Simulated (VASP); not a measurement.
The system is Sn.

```
Sn
1.0
     5.39330    0.00000    0.00000
    -2.69665    4.67074    0.00000
     0.00000    0.00000    3.14011
Sn
3
Cartesian
  0.0000 0.0000 0.0000
  0.0000 3.1138 1.5701
  2.6967 1.5569 1.5701
```

This isn't the form of Sn at room conditions, which is tetragonal (white tin).

- Program: VASP 6.6.1
- Task: relaxation of cell and atoms
- Functional: PBEsol
- Potentials or basis: VASP PAW PBE potentials, release 64 (Sn_d)
- Cutoff: 600 eV
- k mesh: 12 × 12 × 14
- Occupations: gaussian, width 0.1 eV
- Spin: no spin polarisation

At the start: pressure -0.1 GPa; volume 26.37 Å³/atom.

Problem. How do energy, volume and symmetry change on relaxing?

Solution. Over 6 steps the energy falls by 3.0 meV/atom and the volume is 26.29 Å³/atom (-0.3 %); space group P6/mmm (No. 191, to 0.1 Å) before and after.

Step by step:
| step | energy change (eV) | largest force (eV/Å) | pressure (GPa) | volume (Å³) |
| --- | --- | --- | --- | --- |
| 1 | 0.0000 | 0.0000 | -0.08 | 79.10 |
| 2 | -0.0043 | 0.0000 | -0.01 | 78.94 |
| 3 | -0.0089 | 0.0000 | 0.21 | 78.61 |
| 4 | -0.0089 | 0.0000 | 0.20 | 78.60 |
| 5 | -0.0089 | 0.0000 | -0.15 | 79.10 |
| 6 | -0.0091 | 0.0000 | 0.00 | 78.87 |

Final structure:
```cif
data_structure
_symmetry_space_group_name_H-M 'P 1'
_symmetry_Int_Tables_number 1
_cell_length_a 5.3278
_cell_length_b 5.3278
_cell_length_c 3.2085
_cell_angle_alpha 90.000
_cell_angle_beta 90.000
_cell_angle_gamma 120.000
_cell_volume 78.87
loop_
_atom_site_label
_atom_site_type_symbol
_atom_site_fract_x
_atom_site_fract_y
_atom_site_fract_z
_atom_site_occupancy
Sn1 Sn 0.00000 0.00000 0.00000 1
Sn2 Sn 0.33333 0.66667 0.50000 1
Sn3 Sn 0.66667 0.33333 0.50000 1
```

Caveat: the highest band is partly filled, so the run has too few bands; the PAW data sets were made with another functional, which shifts forces and pressure a little.
